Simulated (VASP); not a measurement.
**CrBiI3: single point with PBE**

CrBiI3:

```
Cr Bi I
1.0
     5.44165    0.00000    0.00000
     0.00000    5.44165    0.00000
     0.00000    0.00000    5.44165
Cr Bi I
1 1 3
Cartesian
  0.0000 0.0000 0.0000
  2.7208 2.7208 2.7208
  0.0000 2.7208 2.7208
  2.7208 0.0000 2.7208
  2.7208 2.7208 0.0000
```

| Property | Result |
| --- | --- |
| Program | VASP 6.6.1 |
| Task | single point |
| Functional | PBE |
| Potentials or basis | VASP PAW PBE potentials, release 64 (Cr_pv, Bi_d, I) |
| Cutoff | 520 eV |
| k mesh | 4 × 4 × 4 |
| Occupations | gaussian, width 0.1 eV |
| Spin | collinear spin, ferromagnetic start |
| Starting moments | [3.0, 0.0, 0.0, 0.0, 0.0] μB |

```yaml
Pressure: 18.6 GPa
Net_moment: 5.79 μB per cell
Site_moments: Cr +4.44; Bi +0.21; I +0.02 μB
Valence_electrons_inside_the_program's_atomic_spheres: Cr 10.48; Bi 13.11; I 4.41
```

Levels at points of the mesh, in eV from the Fermi level:
Spin up:
```tsv
k point	band 24	band 25	band 26	band 27	band 28	band 29	band 30	band 31
(0.00, 0.00, 0.00)	-0.55	-0.51	-0.51	-0.51	3.46	3.46	3.46	4.22
(0.50, 0.00, 0.00)	-0.26	-0.23	-0.19	-0.19	2.01	2.07	3.61	3.64
(0.50, 0.50, 0.00)	-0.18	-0.18	-0.17	-0.08	-0.08	0.52	2.30	3.76
(0.50, 0.50, 0.50)	-0.60	-0.43	-0.43	-0.43	-0.37	-0.37	0.13	4.97
```
Spin down:
| k point | band 18 | band 19 | band 20 | band 21 | band 22 | band 23 | band 24 | band 25 |
| --- | --- | --- | --- | --- | --- | --- | --- | --- |
| (0.00, 0.00, 0.00) | -2.99 | -2.89 | -2.89 | -2.89 | 0.62 | 2.56 | 2.56 | 2.58 |
| (0.50, 0.00, 0.00) | -3.35 | -2.92 | -2.92 | -1.86 | 0.18 | 2.87 | 3.06 | 3.30 |
| (0.50, 0.50, 0.00) | -3.58 | -2.94 | -1.77 | -0.86 | 0.17 | 0.17 | 2.23 | 3.29 |
| (0.50, 0.50, 0.50) | -1.73 | -1.73 | -1.73 | -0.39 | -0.39 | -0.39 | 0.17 | 0.50 |

Wall time 110 s on 1 thread of Intel(R) Xeon(R) Platinum 8259CL CPU @ 2.50GHz (Skylake/Cascade Lake), on a shared host, peak memory 0.33 GiB.

Caveat: the cell stands under pressure; spin-orbit coupling is left out, which moves the levels of the heavy elements; semilocal functionals often make such compounds metallic where correlation or magnetic order opens a gap, which also shifts bond lengths.
